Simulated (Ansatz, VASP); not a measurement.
# Two plane-wave programs on Zn2Si3N

```
CELL_PARAMETERS angstrom
3.39996 0.00000 0.00000
-1.69998 2.94445 0.00000
0.00000 0.00000 8.33084
ATOMIC_POSITIONS crystal
Zn 0.33333 0.66667 0.66381
Zn 0.66667 0.33333 0.33619
Si 0.33333 0.66667 0.17324
Si 0.66667 0.33333 0.82676
Si 0.00000 0.00000 0.50000
N 0.00000 0.00000 0.00000
```

Change from the starting cell: species swapped into the Sn2PbSe3 type (P-3m1, No. 164).

Alike in both runs: task single point; functional PBE; k mesh 6 × 6 × 2; occupations gaussian, width 0.1 eV; collinear spin.

|  | VASP | Ansatz |
| --- | --- | --- |
| version | VASP 6.6.1 | Ansatz 0.2.0 |
| potentials or method | VASP PAW PBE potentials, release 64 (Zn, Si, N), cutoff 520 eV | scalar-relativistic, plane waves, PAW |
| valence electrons in the cell | 41 | 41 |

|  | VASP | Ansatz | Ansatz less VASP |
| --- | --- | --- | --- |
| gap on the k mesh at the Fermi level (eV) | none | none | - |
| pressure (GPa) | 6.0 | 5.7 | -0.25 |
| traceless stress, the component that is largest in VASP (GPa) | -1.59 | -1.57 | +0.025 |
| rms of the force components (eV/Å) | 1.094 | 1.089 | -0.0053 |
| net moment per atom (μB) | 0.00 | 0.00 | 0.000 |

Atom by atom the forces differ by 0.005 eV/Å (rms over components). A gap of «none» marks a metal or a gap that the smearing closes. Ansatz's warnings: seeded moment not kept.

The k mesh is coarse, so the values compare programs but aren't converged.
